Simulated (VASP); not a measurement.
# Hg (P6/mmm) in VASP: a series of runs

The runs below take Hg through single point, relaxation of cell and atoms, with PBE.

Program: VASP 6.6.1. These are calculated values, not measurements. Logs are shortened: lines on timing, memory, paths and dates and some standing lists are left out, and cuts for length are marked.

## Step 1: The cell of the first run

Symmetry: P6/mmm, No. 191, hexagonal system. The conventional cell has a = 3.271 Å, b = 3.271 Å, c = 3.058 Å, α = 90.00°, β = 90.00°, γ = 120.00°. Within 4.0 Å of Hg (site symmetry 6/mmm) lie 8 Hg at 3.06 to 3.27 Å.

The cell was generated, and may not be a known phase.

## Step 2: Single point, PBE

Input file INCAR:

```
SYSTEM = Hg
PREC     = Accurate       ! precision mode
ENCUT    = 520            ! plane-wave cutoff, eV
EDIFF    = 1E-6           ! SCF threshold, eV
ISMEAR   = 0              ! smearing method
SIGMA    = 0.1            ! smearing width, eV
LREAL    = .False.        ! projectors in reciprocal space
LASPH    = .True.         ! aspherical terms in the spheres
NELM     = 100            ! most SCF steps
ALGO     = Normal         ! electronic algorithm
ISIF     = 2              ! what is computed and relaxed
LWAVE    = .False.        ! write WAVECAR
LCHARG   = .False.        ! write CHGCAR
GGA      = PE             ! functional
NBANDS   = 12             ! bands
```

Input file KPOINTS:

```
regular mesh
0
Gamma
  18 18 18
  0 0 0
```

Input file POSCAR:

```
Hg
1.0
    3.2713228044      0.0000000000      0.0000000000
   -1.6356614022      2.8330486526      0.0000000000
    0.0000000000      0.0000000000      3.0581894805
Hg
1
Direct
    0.0000000000      0.0000000000      0.5000000000
```

Potentials or basis: VASP PAW PBE potentials, release 64 (Hg).

Launch:

```console
cat potpaw_PBE.64/Hg/POTCAR > POTCAR
mpirun -np 1 vasp_std > vasp.out
```

OUTCAR:

```text
SYSTEM = Hg
   PREC = Accurate
   ENCUT = 520
   EDIFF = 1E-6
   ISMEAR = 0
   LREAL = .False.
   LASPH = .True.
   NELM = 100
   ISIF = 2
   GGA = PE

 ion  position               nearest neighbor table
   1  0.000  0.000  0.500-

  LATTYP: Found a hexagonal cell.
 ALAT       =     3.2713228044
 C/A-ratio  =     0.9348479693

  Lattice vectors:

 A1 = (   3.2713228044,   0.0000000000,   0.0000000000)
 A2 = (  -1.6356614022,   2.8330486526,   0.0000000000)
 A3 = (   0.0000000000,   0.0000000000,   3.0581894805)

Analysis of symmetry for initial positions (statically):
=====================================================================
 Subroutine PRICEL returns:
 Original cell was already a primitive cell.

 Routine SETGRP: Setting up the symmetry group for a
 hexagonal supercell.

 Subroutine GETGRP returns: Found 24 space group operations
 (whereof 24 operations were pure point group operations)
 out of a pool of 24 trial point group operations.

The static configuration has the point symmetry D_6h.

Analysis of symmetry for dynamics (positions and initial velocities):
=====================================================================
 Subroutine PRICEL returns:
 Original cell was already a primitive cell.

 Routine SETGRP: Setting up the symmetry group for a
 hexagonal supercell.

 Subroutine GETGRP returns: Found 24 space group operations
 (whereof 24 operations were pure point group operations)
 out of a pool of 24 trial point group operations.

The dynamic configuration has the point symmetry D_6h.

 Subroutine INISYM returns: Found 24 space group operations
 (whereof 24 operations are pure point group operations),
 and found     1 'primitive' translations

----------------------------------------------------------------------------------------

                                     Primitive cell

  volume of cell :      28.3427

  direct lattice vectors                    reciprocal lattice vectors
     3.271322804  0.000000000  0.000000000     0.305686739  0.176488321  0.000000000
    -1.635661402  2.833048653  0.000000000     0.000000000  0.352976642  0.000000000
     0.000000000  0.000000000  3.058189480     0.000000000  0.000000000  0.326990857

  length of vectors
     3.271322804  3.271322804  3.058189480     0.352976642  0.352976642  0.326990857

  position of ions in fractional coordinates (direct lattice)
     0.000000000  0.000000000  0.500000000

  ion indices of the primitive-cell ions
   primitive index   ion index
                 1           1

----------------------------------------------------------------------------------------

 KPOINTS: regular mesh

Automatic generation of k-mesh.
 Grid dimensions read from file:
 generate k-points for:   18   18   18

 Generating k-lattice:

  Cartesian coordinates                     Fractional coordinates (reciprocal lattice)
     0.016982597  0.009804907  0.000000000     0.055555556 -0.000000000  0.000000000
     0.000000000  0.019609813  0.000000000     0.000000000  0.055555556  0.000000000
     0.000000000  0.000000000  0.018166159     0.000000000  0.000000000  0.055555556

  Length of vectors
     0.019609813  0.019609813  0.018166159

  Shift w.r.t. Gamma in fractional coordinates (k-lattice)
     0.000000000  0.000000000  0.000000000

 Subroutine IBZKPT returns following result:
 ===========================================

 Found    370 irreducible k-points:

 Following reciprocal coordinates:
            Coordinates               Weight
  0.000000  0.000000  0.000000      1.000000
  0.055556  0.000000  0.000000      6.000000
  0.111111  0.000000  0.000000      6.000000
  0.166667 -0.000000  0.000000      6.000000
  0.222222 -0.000000  0.000000      6.000000
  0.277778  0.000000  0.000000      6.000000
[... 16 lines left out ...]
  0.333333  0.111111  0.000000     12.000000
  0.388889  0.111111  0.000000     12.000000
 [... further k-points ...]
   k-points           NKPTS =    370   k-points in BZ     NKDIM =    370   number of bands    NBANDS=     12
   number of dos      NEDOS =    301   number of ions     NIONS =      1
   total plane-waves  NPLWV =  13824
   dimension x,y,z NGX =    24 NGY =   24 NGZ =   24
   dimension x,y,z NGXF=    48 NGYF=   48 NGZF=   48
   ions per type =               1
   NGX,Y,Z   is equivalent  to a cutoff of  12.20, 12.20, 13.05 a.u.
   NGXF,Y,Z  is equivalent  to a cutoff of  24.39, 24.39, 26.09 a.u.
 SYSTEM =  Hg
   PREC   = accura    normal or accurate (medium, high low for compatibility)
   ISTART =      0    job   : 0-new  1-cont  2-samecut
   ICHARG =      2    charge: 1-file 2-atom 10-const
   ISPIN  =      1    spin polarized calculation?
   LNONCOLLINEAR =      F non collinear calculations
   LSORBIT =      F    spin-orbit coupling
   LASPH  =      T    aspherical Exc in radial PAW
   ENCUT  =  520.0 eV  38.22 Ry    6.18 a.u.   6.08  6.08  5.69*2*pi/ulx,y,z
   NELM   =    100;   NELMIN=  2; NELMDL= -5     # of ELM steps
   EDIFF  = 0.1E-05   stopping-criterion for ELM
   LREAL  =      F    real-space projection
   EDIFFG = 0.1E-04   stopping-criterion for IOM
   NSW    =      0    number of steps for IOM
   IBRION =     -1    ionic relax: 0-MD 1-quasi-New 2-CG
   NFREE  =      0    steps in history (QN), initial steepest desc. (CG)
   ISIF   =      2    stress and relaxation
   ISYM   =      2    0-nonsym 1-usesym 2-fastsym
   POTIM  = 0.5000    time-step for ionic-motion
   TEBEG  =    0.0;   TEEND  =   0.0 temperature during run
   PSTRESS=    0.0 pullay stress
   NELECT =      12.0000    total number of electrons
   NUPDOWN=      -1.0000    fix difference up-down
   EMIN   =  10.00;   EMAX   =-10.00  energy-range for DOS
   EFERMI =   0.00;   METHOD = LEGACY
   ISMEAR =     0;   SIGMA  =   0.10  broadening in eV -4-tet -1-fermi 0-gaus
   EFERMI_NEDOS =   21; number of points for ismear=-14 and -15
   IALGO  =     38    algorithm
   IMIX   =      4    mixing-type and parameters
     AMIX     =   0.40;   BMIX     =  1.00
     AMIX_MAG =   1.60;   BMIX_MAG =  1.00
  volume/ion in A,a.u.               =      28.34       191.27
  Fermi-wavevector in a.u.,A,eV,Ry     =   1.229291  2.323023 20.560524  1.511156
  Thomas-Fermi vector in A             =   2.364184
   LORBIT       =      0    0 simple, 1 ext, 2 COOP (PROOUT), +10 PAW based schemes
   GGA     = PE    functional components
   LHFCALC =     F    Hartree Fock is set to
   AEXX    =    0.0000 exact exchange contribution
   IVDW    =     0    specifies the selected vdW correction
   LEPSILON=     F    determine dielectric tensor
   LRPA    =     F    only Hartree local field effects (RPA)
 non-spin polarized calculation
 Gauss-broadening in eV      SIGMA  =   0.10
  energy-cutoff  :      520.00
  volume of cell :       28.34
 maximum number of plane-waves:       786
   NGX = 13   NGY = 13   NGZ = 11

 number of electron      12.0000000 magnetization

 Free energy of the ion-electron system (eV)
  ---------------------------------------------------
  ext. energy  EPLUGINS =         0.00000000
  ---------------------------------------------------
  free energy    TOTEN  =        -0.17180726 eV

  energy without entropy =       -0.17054111  energy(sigma->0) =       -0.17117418

 E-fermi :   1.5221     XC(G=0):  -9.8229

 val. band max:        1.5005042204   @ k =   0.1667  -0.0000   0.4444
 cond. band min:       1.5481996869   @ k =   0.5000   0.0000   0.2222
 fundamental gap:      0.0476954665
 Fermi energy:         1.5220531679

 k-point     1 :       0.0000    0.0000    0.0000
  band No.  band energies     occupation
      1      -6.3481      2.00000
      2      -6.0743      2.00000
      3      -5.1912      2.00000
      4      -5.1912      2.00000
      5      -4.2858      2.00000
      6      -4.2858      2.00000
      7      11.2995      0.00000
      8      13.5945      0.00000
      9      13.5945      0.00000
     10      14.7120      0.00000
     11      15.3991      0.00000
     12      18.6175      0.00000

 k-point     2 :       0.0556    0.0000    0.0000
  band No.  band energies     occupation
      1      -6.2856      2.00000
      2      -6.0587      2.00000
      3      -5.2030      2.00000
      4      -5.1646      2.00000
      5      -4.3011      2.00000
      6      -4.2890      2.00000
      7      11.3898      0.00000
      8      12.8294      0.00000
      9      13.3528      0.00000
     10      14.5827      0.00000
     11      15.5490      0.00000
     12      18.9192      0.00000

 k-point     3 :       0.1111    0.0000    0.0000
  band No.  band energies     occupation
      1      -6.1428      2.00000
      2      -5.9775      2.00000
      3      -5.2265      2.00000
      4      -5.0870      2.00000
      5      -4.3451      2.00000
      6      -4.2983      2.00000
      7      11.2555      0.00000
      8      11.6569      0.00000
      9      12.7599      0.00000
     10      14.3722      0.00000
     11      15.7430      0.00000
     12      19.4521      0.00000
[... 286 lines left out ...]
 k-point    23 :       0.3333    0.1111    0.0000
  band No.  band energies     occupation
      1      -5.8711      2.00000
      2      -5.6835      2.00000
      3      -4.6968      2.00000
      4      -4.5126      2.00000
      5      -4.4123      2.00000
      6      -2.2739      2.00000
      7       2.9202      0.00000
      8       7.9131      0.00000
      9      15.1777      0.00000
     10      15.5128      0.00000
     11      16.4859      0.00000
     12      21.1353      0.00000

 k-point    24 :       0.3889    0.1111    0.0000
  band No.  band energies     occupation
      1      -5.8541      2.00000
      2      -5.7240      2.00000
      3      -4.7300      2.00000
      4      -4.4242      2.00000
      5      -4.3971      2.00000
      6      -1.3059      2.00000
      7       1.5912      0.32797
      8       7.6447      0.00000
      9      15.4791      0.00000
     10      15.8508      0.00000
     11      16.5499      0.00000
     12      20.6953      0.00000

 [... further k-points ...]

------------------------ aborting loop because EDIFF is reached ----------------------------------------

  FORCE on cell =-STRESS in cart. coord.  units (eV):
  Direction    XX          YY          ZZ          XY          YZ          ZX
  --------------------------------------------------------------------------------------
  -------------------------------------------------------------------------------------
  Total        0.0261463      0.0261463      0.0412195      0.0000000      0.0000000     -0.0000000
  in kB        1.4780161      1.4780161      2.3300842      0.0000000      0.0000000     -0.0000000
  external PRESSURE =       1.7620388 kB  Pullay stress =       0.0000000 kB

 VOLUME and BASIS-vectors are now :
 -----------------------------------------------------------------------------
  energy-cutoff  :      520.00
  volume of cell :       28.34
      direct lattice vectors                 reciprocal lattice vectors
     3.271322804  0.000000000  0.000000000     0.305686739  0.176488321  0.000000000
    -1.635661402  2.833048653  0.000000000     0.000000000  0.352976642  0.000000000
     0.000000000  0.000000000  3.058189480     0.000000000  0.000000000  0.326990857

 POSITION                                       TOTAL-FORCE (eV/Angst)
 -----------------------------------------------------------------------------------
      0.00000      0.00000      1.52909        -0.000000      0.000000      0.000000
 -----------------------------------------------------------------------------------
    total drift:                                0.000000      0.000000      0.000000

  FREE ENERGIE OF THE ION-ELECTRON SYSTEM (eV)
  ---------------------------------------------------
  free  energy   TOTEN  =        -0.1718072553 eV

  energy  without entropy=       -0.1705411070  energy(sigma->0) =       -0.17117418
```

Run time: 74 s. Hardware: 1 thread of Intel Xeon 8259CL, shared host; peak memory 0.24 GiB.

Results:

| Quantity | Value |
| --- | --- |
| Free energy | -0.1718 eV |
| Pressure | 0.2 GPa |
| Band gap on the k mesh | zero (bands 6 and 7 overlap by 3.27 eV) |

Levels at points of the mesh, in eV from the Fermi level:
```
           k point  band 3  band 4  band 5  band 6  band 7  band 8  band 9  band 10
(0.00, 0.00, 0.00)   -6.71   -6.71   -5.81   -5.81    9.78   12.07   12.07    13.19
(0.50, 0.00, 0.00)   -6.28   -5.91   -5.72   -2.22   -1.06    7.62   12.08    14.34
(0.00, 0.00, 0.50)   -6.60   -6.38   -6.38   -2.78   -1.41   15.72   16.07    16.45
(0.50, 0.00, 0.50)   -6.57   -5.67   -5.37    1.24    1.95    2.39    7.78    11.04
```

Caveat: spin-orbit coupling is left out, which moves the levels of the heavy elements.

[end of part 1 of 2]

The gap in the log of VASP goes by the Fermi energy; the results here count the filled bands.